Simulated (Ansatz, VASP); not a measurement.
**VO2: VASP beside Ansatz**

```
CELL_PARAMETERS angstrom
4.44629 0.00000 0.00000
0.00000 4.44629 0.00000
0.00000 0.00000 3.00330
ATOMIC_POSITIONS crystal
V 0.50000 0.50000 0.50000
V 0.00000 0.00000 0.00000
O 0.20036 0.79964 0.50000
O 0.79964 0.20036 0.50000
O 0.70036 0.70036 0.00000
O 0.29964 0.29964 0.00000
```

Alike in both runs: task single point; functional PBEsol; dispersion D3(BJ); k mesh 6 × 6 × 9; occupations fermi-dirac, width 0.05 eV; collinear spin.

```csv
,VASP,Ansatz
version,VASP 6.6.1,Ansatz 0.2.0
potentials or method,"VASP PAW PBE potentials, release 64 (V_sv, O)",Ansatz PAW
plane-wave cutoff (eV),600,420
valence electrons in the cell,50,50
```

|  | VASP | Ansatz | Ansatz less VASP |
| --- | --- | --- | --- |
| gap on the k mesh at the Fermi level (eV) | none | none | - |
| pressure (GPa) | -10.8 | -11.2 | -0.37 |
| traceless stress, the component that is largest in VASP (GPa) | -13.69 | -13.84 | -0.158 |
| rms of the force components (eV/Å) | 0.127 | 0.127 | -0.0003 |
| net moment per atom (μB) | 0.33 | 0.33 | 0.000 |
| size of the moment on the site where the two differ most (μB) | 1.06 | 0.82 | -0.232 |

VASP's potentials were made for PBE, not for PBEsol. Site moments also hang on the region over which each program counts them. Atom by atom the forces differ by 0.000 eV/Å (rms over components). A gap of «none» marks a metal or a gap that the smearing closes.
